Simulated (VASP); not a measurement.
Runs of VASP 6.6.1 on C. The structure is that of space group Fmmm (No. 69), or close to it. The cells are those of the table. 

```tsv
task	level	cell	cutoff (eV)	gap on the mesh (eV)	pressure (GPa)	relaxed volume (Å³/atom)
relaxation of cell and atoms	PBEsol	relaxed from a = 3.967, b = 3.566, c = 2.456 Å, angles 80.1, 62.3, 37.6°, 2 atoms	600	0.07	0.1	(c)
single point	BLYP+D3(BJ)	a = 3.927, b = 3.517, c = 2.469 Å, angles 79.9, 61.9, 38.3°, 2 atoms	520	0.10	0.3	-
single point	PBEsol+D3(BJ)	a = 3.944, b = 3.541, c = 2.458 Å, angles 80.0, 62.1, 37.9°, 2 atoms	520	0.10	(b)	-
relaxation of cell and atoms	BLYP+D3(BJ)	relaxed from a = 3.967, b = 3.566, c = 2.456 Å, angles 80.1, 62.3, 37.6°, 2 atoms	600	(a)	0.0	8.64
single point	PBEsol	a = 4.225, b = 3.851, c = 2.459 Å, angles 80.8, 64.1, 35.1°, 2 atoms	520	0.06	0.6	-
relaxation of cell and atoms	PBEsol+D3(BJ)	relaxed from a = 3.967, b = 3.566, c = 2.456 Å, angles 80.1, 62.3, 37.6°, 2 atoms	600	0.10	0.0	8.61
```

Alike in all rows: potentials or basis VASP PAW PBE potentials, release 64 (C); no spin polarisation; k mesh 15 × 15 × 15; smearing gaussian 0.15 eV.

Q: Estimate the missing entries.

A: (a) 0.11; (b) 0.7; (c) 9.33.

Caveats: the PAW data sets were made with another functional, which shifts forces and pressure a little.

A k mesh can miss the band edges.
